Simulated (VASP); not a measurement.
Input of a VASP 6.6.1 run:

INCAR

```
PREC     = Accurate       # precision mode
ENCUT    = 520            # plane-wave cutoff, eV
EDIFF    = 1E-6           # SCF threshold, eV
ISMEAR   = 0              # smearing method
SIGMA    = 0.15           # smearing width, eV
LREAL    = False          # projectors in reciprocal space
LASPH    = True           # aspherical terms in the spheres
NELM     = 80             # most SCF steps
ALGO     = Normal         # electronic algorithm
ISIF     = 2              # what is computed and relaxed
LWAVE    = False          # write WAVECAR
LCHARG   = False          # write CHGCAR
GGA      = PE             # functional
NBANDS   = 21             # bands
```

KPOINTS

```
regular mesh
0
Gamma
  14 14 14
```

File POSCAR:

```
Ge
1.0
    0.0000000000      2.7580507500      2.8287700000
    2.8994892500      0.0000000000      2.8287700000
    2.8994892500      2.7580507500      0.0000000000
Ge
2
Direct
    0.5000000000      0.5000000000      0.5000000000
    0.7500000000      0.7500000000      0.7500000000
```

Potentials or basis: VASP PAW PBE potentials, release 64 (Ge_d).

The run is started by

```bash
$ cat potpaw_PBE.64/Ge_d/POTCAR > POTCAR
$ mpirun -np 1 vasp_std > vasp.out
```

Question: What does it give for the band gap on the k mesh?

Answer: 0.13 eV, indirect (least direct gap 0.17 eV).

Question: Estimate the pressure.

Answer: 3.6 GPa.

Stress tensor (GPa, compression positive):
```
1.80 0.00 0.00
0.00 5.31 0.00
0.00 0.00 3.78
```

Caveat: the cell differs from its parent crystal (strain +0.0250 x Voigt [1, -1, 0, 0, 0, 0]). A k mesh can miss the band edges.
